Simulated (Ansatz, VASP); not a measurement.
# Two plane-wave programs on MgS

```
Mg S
1.0
     0.00000    2.53661    2.47157
     2.53661    0.00000    2.47157
     2.53661    2.53661    0.00000
Mg S
1 1
Direct
  0.00000 0.00000 0.00000
  0.50000 0.50000 0.50000
```

Change from the starting cell: strain -0.025 along x and y, -0.050 along z, atoms carried along.

Alike in both runs: task single point; functional PBEsol; k mesh 8 × 8 × 8; occupations gaussian, width 0.05 eV; no spin polarisation.

```csv
,VASP,Ansatz
version,VASP 6.6.1,Ansatz 0.2.0
potentials or method,"VASP PAW PBE potentials, release 64 (Mg, S), cutoff 600 eV","scalar-relativistic, plane waves, PAW"
valence electrons in the cell,8,16
```

|  | VASP | Ansatz | Ansatz less VASP |
| --- | --- | --- | --- |
| gap on the k mesh at the Fermi level (eV) | 2.77 | 2.76 | -0.011 |
| least direct gap on the mesh (eV) | 4.40 | 4.40 | -0.005 |
| pressure (GPa) | 8.4 | 8.5 | +0.14 |
| traceless stress, the component that is largest in VASP (GPa) | 3.13 | 3.13 | -0.008 |

VASP's potentials were made for PBE, not for PBEsol. The functional is the same, so the differences come from potentials, cutoffs and numerics. VASP's potentials hold 8 valence electrons a cell and Ansatz's 16, so a difference there can come from the potentials and not from the codes.
